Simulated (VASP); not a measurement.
A run of VASP 6.6.1 is set up as follows.

File INCAR:

```
SYSTEM = TiB2
PREC = Accurate ; ENCUT = 600
EDIFF = 1E-6 ; ISMEAR = 0
SIGMA = 0.1 ; LREAL = .FALSE.
LASPH = .TRUE. ; NELM = 100
ALGO = Normal ; ISIF = 3
LWAVE = .FALSE. ; LCHARG = .FALSE.
GGA = PE ; IBRION = 2
NSW = 80 ; EDIFFG = -0.001
```

File KPOINTS:

```
regular mesh
0
G
  12 12 12
  0 0 0
```

POSCAR

```
TiB2
1.0
    3.0317364172      0.0000000000      0.0000000000
   -1.5158682086      2.6255607549      0.0000000000
    0.0000000000      0.0000000000      3.2244328080
Ti B
1 2
Direct
    0.0000000000      0.0000000000      0.0000000000
    0.3333333333      0.6666666667      0.5000000000
    0.6666666667      0.3333333333      0.5000000000
```

Potentials or basis: VASP PAW PBE potentials, release 64 (Ti_sv, B).

Run with:

```sh
$ cat potpaw_PBE.64/Ti_sv/POTCAR potpaw_PBE.64/B/POTCAR > POTCAR
$ mpirun -np 1 vasp_std > vasp.out
```

Q: What does it give for the space group after relaxing (to 0.05 Å)?

A: P6/mmm (No. 191).

Q: What does it give for the relaxed volume?

A: 8.56 Å³/atom.

Q: Predict the relaxed cell.

A: a = 3.032 Å, b = 3.032 Å, c = 3.226 Å, α = 90.00°, β = 90.00°, γ = 120.00°.

Final structure:
```
CELL_PARAMETERS angstrom
3.03211 0.00000 0.00000
-1.51606 2.62589 0.00000
0.00000 0.00000 3.22550
ATOMIC_POSITIONS crystal
Ti 0.00000 0.00000 0.00000
B 0.33333 0.66667 0.50000
B 0.66667 0.33333 0.50000
```
